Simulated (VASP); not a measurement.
# ScNb in VASP: further runs, part 2 of 2

VASP 6.6.1.

## Step 5: Single point, PBE (atoms moved at random)

Input file INCAR:

```
SYSTEM = ScNb
  PREC = Accurate
  ENCUT = 520
  EDIFF = 1E-6
  ISMEAR = -1
  SIGMA = 0.05
  LREAL = .False.
  LASPH = .True.
  NELM = 60
  ALGO = Fast
  ISIF = 2
  LWAVE = .False.
  LCHARG = .True.
  GGA = PE
  LELF = .True.
  LVHAR = .True.
  NBANDS = 19
```

Input file KPOINTS:

```
regular mesh
0
Gamma
  10 10 5
  0 0 0
```

Input file POSCAR:

```
ScNb
1.0
    3.0656443612      0.0000000000      0.0000000000
   -1.5328221806      2.6549258957      0.0000000000
    0.0000000000      0.0000000000      5.0721940000
Nb Sc
1 1
Direct
    0.3385910000      0.6592000000      0.5003380000
   -0.0061240000      0.0072370000      0.0001750000
```

Potentials or basis: VASP PAW PBE potentials, release 64 (Nb_sv, Sc_sv).

The run is started by

```sh
$ cat potpaw_PBE.64/Nb_sv/POTCAR potpaw_PBE.64/Sc_sv/POTCAR > POTCAR
$ mpirun -np 1 vasp_std > vasp.out
```

OUTCAR:

```text
SYSTEM = ScNb
   PREC = Accurate
   ENCUT = 520
   EDIFF = 1E-6
   ISMEAR = -1
   LREAL = .False.
   LASPH = .True.
   NELM = 60
   ISIF = 2
   GGA = PE

 ion  position               nearest neighbor table
   1  0.339  0.659  0.500-   2 3.07   2 3.07   2 3.08   2 3.08   2 3.13   2 3.13
   2  0.994  0.007  0.000-   1 3.07   1 3.07   1 3.08   1 3.08   1 3.13   1 3.13

  LATTYP: Found a hexagonal cell.
 ALAT       =     3.0656443612
 C/A-ratio  =     1.6545278585

  Lattice vectors:

 A1 = (   3.0656443612,   0.0000000000,   0.0000000000)
 A2 = (  -1.5328221806,   2.6549258957,   0.0000000000)
 A3 = (   0.0000000000,   0.0000000000,   5.0721940000)

Analysis of symmetry for initial positions (statically):
=====================================================================
 Subroutine PRICEL returns:
 Original cell was already a primitive cell.

 Routine SETGRP: Setting up the symmetry group for a
 hexagonal supercell.

 Subroutine GETGRP returns: Found  1 space group operations
 (whereof  1 operations were pure point group operations)
 out of a pool of 24 trial point group operations.

The static configuration has the point symmetry C_1 .

Analysis of symmetry for dynamics (positions and initial velocities):
=====================================================================
 Subroutine PRICEL returns:
 Original cell was already a primitive cell.

 Routine SETGRP: Setting up the symmetry group for a
 hexagonal supercell.

 Subroutine GETGRP returns: Found  1 space group operations
 (whereof  1 operations were pure point group operations)
 out of a pool of 24 trial point group operations.

The dynamic configuration has the point symmetry C_1 .

 Subroutine INISYM returns: Found  1 space group operations
 (whereof  1 operations are pure point group operations),
 and found     1 'primitive' translations

[... 110 lines left out ...]
   EFERMI_NEDOS =   21; number of points for ismear=-14 and -15
   IALGO  =     68    algorithm
   IMIX   =      4    mixing-type and parameters
     AMIX     =   0.40;   BMIX     =  1.00
     AMIX_MAG =   1.60;   BMIX_MAG =  1.00
  volume/ion in A,a.u.               =      20.64       139.30
  Fermi-wavevector in a.u.,A,eV,Ry     =   1.366329  2.581987 25.400097  1.866854
  Thomas-Fermi vector in A             =   2.492479
   LORBIT       =      0    0 simple, 1 ext, 2 COOP (PROOUT), +10 PAW based schemes
   GGA     = PE    functional components
   LHFCALC =     F    Hartree Fock is set to
   AEXX    =    0.0000 exact exchange contribution
   IVDW    =     0    specifies the selected vdW correction
   LEPSILON=     F    determine dielectric tensor
   LRPA    =     F    only Hartree local field effects (RPA)
 non-spin polarized calculation
 RMM-DIIS sequential band-by-band and
  energy-cutoff  :      520.00
  volume of cell :       41.28
 maximum number of plane-waves:      1128
   NGX = 11   NGY = 11   NGZ = 19

 number of electron      24.0000002 magnetization

 Free energy of the ion-electron system (eV)
  ---------------------------------------------------
  ext. energy  EPLUGINS =         0.00000000
  ---------------------------------------------------
  free energy    TOTEN  =       -16.06371621 eV

  energy without entropy =      -16.04615633  energy(sigma->0) =      -16.05493627

 E-fermi :   7.1912     XC(G=0): -11.2143

 val. band max:        7.1258133951   @ k =   0.4000   0.4000   0.4000
 cond. band min:       7.1960784084   @ k =  -0.2000  -0.4000   0.0000
 fundamental gap:      0.0702650133
 Fermi energy:         7.1912316582

 k-point     1 :       0.0000    0.0000    0.0000
  band No.  band energies     occupation
      1     -47.5099      2.00000
      2     -41.8311      2.00000
      3     -23.6598      2.00000
      4     -23.1412      2.00000
      5     -23.1345      2.00000
      6     -20.4375      2.00000
[... 505 lines left out ...]
      6     -20.4932      2.00000
[... 11 lines left out ...]
     18      10.6630      0.00000
     19      11.4768      0.00000

 [... further k-points ...]

------------------------ aborting loop because EDIFF is reached ----------------------------------------

  FORCE on cell =-STRESS in cart. coord.  units (eV):
  Direction    XX          YY          ZZ          XY          YZ          ZX
  --------------------------------------------------------------------------------------
  -------------------------------------------------------------------------------------
  Total       -0.0979660      0.0207035     -0.1592407      0.0851197     -0.0001984      0.0002695
  in kB       -3.8020330      0.8034978     -6.1800882      3.3034710     -0.0076990      0.0104601
  external PRESSURE =      -3.0595411 kB  Pullay stress =       0.0000000 kB

 VOLUME and BASIS-vectors are now :
 -----------------------------------------------------------------------------
  energy-cutoff  :      520.00
  volume of cell :       41.28
      direct lattice vectors                 reciprocal lattice vectors
     3.065644361  0.000000000  0.000000000     0.326195697  0.188329174  0.000000000
    -1.532822181  2.654925896  0.000000000     0.000000000  0.376658347  0.000000000
     0.000000000  0.000000000  5.072194000     0.000000000  0.000000000  0.197153342

 POSITION                                       TOTAL-FORCE (eV/Angst)
 -----------------------------------------------------------------------------------
      0.02756      1.75013      2.53781        -0.034077      0.024143     -0.002757
      3.03578      0.01921      0.00089         0.034077     -0.024143      0.002757
 -----------------------------------------------------------------------------------
    total drift:                               -0.000052     -0.000009      0.000011

  FREE ENERGIE OF THE ION-ELECTRON SYSTEM (eV)
  ---------------------------------------------------
  free  energy   TOTEN  =       -16.0637162110 eV

  energy  without entropy=      -16.0461563294  energy(sigma->0) =      -16.05493627
```

Wall time 4.6 min (1 thread of Intel Xeon Platinum 8375C at 2.90GHz (Ice Lake), shared host); peak memory 0.32 GiB.

Results:

- Free energy: -16.0637 eV
- Pressure: -0.3 GPa
- Largest force: 0.042 eV/Å
- Band gap on the k mesh: zero (bands 12 and 13 overlap by 0.91 eV)

Forces in eV/Å, atoms in the order of the input:
```
Nb  -0.034  0.024 -0.003
Sc   0.034 -0.024  0.003
```

Stress tensor (GPa, compression positive):
```
-0.38  0.33  0.00
 0.33  0.08  0.00
 0.00  0.00 -0.62
```

Caveat: the cell differs from its parent crystal (atoms moved at random).

## Step 6: Overview

```csv
cell,gap on the mesh (eV),pressure (GPa)
"a = 3.086, b = 3.086, c = 5.106 Å, angles 90.0, 90.0, 120.0°, 2 atoms, atomic positions A",none,-2.1
"a = 3.106, b = 3.106, c = 5.139 Å, angles 90.0, 90.0, 120.0°, 2 atoms, atomic positions A",none,-3.9
"a = 3.126, b = 3.126, c = 5.172 Å, angles 90.0, 90.0, 120.0°, 2 atoms, atomic positions A",none,-5.5
"a = 3.066, b = 3.066, c = 5.072 Å, angles 90.0, 90.0, 120.0°, 2 atoms, atomic positions B",none,-0.3
```

Alike in all rows: task single point; level PBE; potentials or basis VASP PAW PBE potentials, release 64 (Nb_sv, Sc_sv); no spin polarisation; k mesh 10 × 10 × 5; cutoff (eV) 520; smearing fermi-dirac 0.05 eV.

Caveats: the cell stands under tension (at least some runs).

Total energies depend on the potentials used, so only differences within one code and one set of settings carry meaning.

The gap in the log of VASP goes by the Fermi energy; the results here count the filled bands.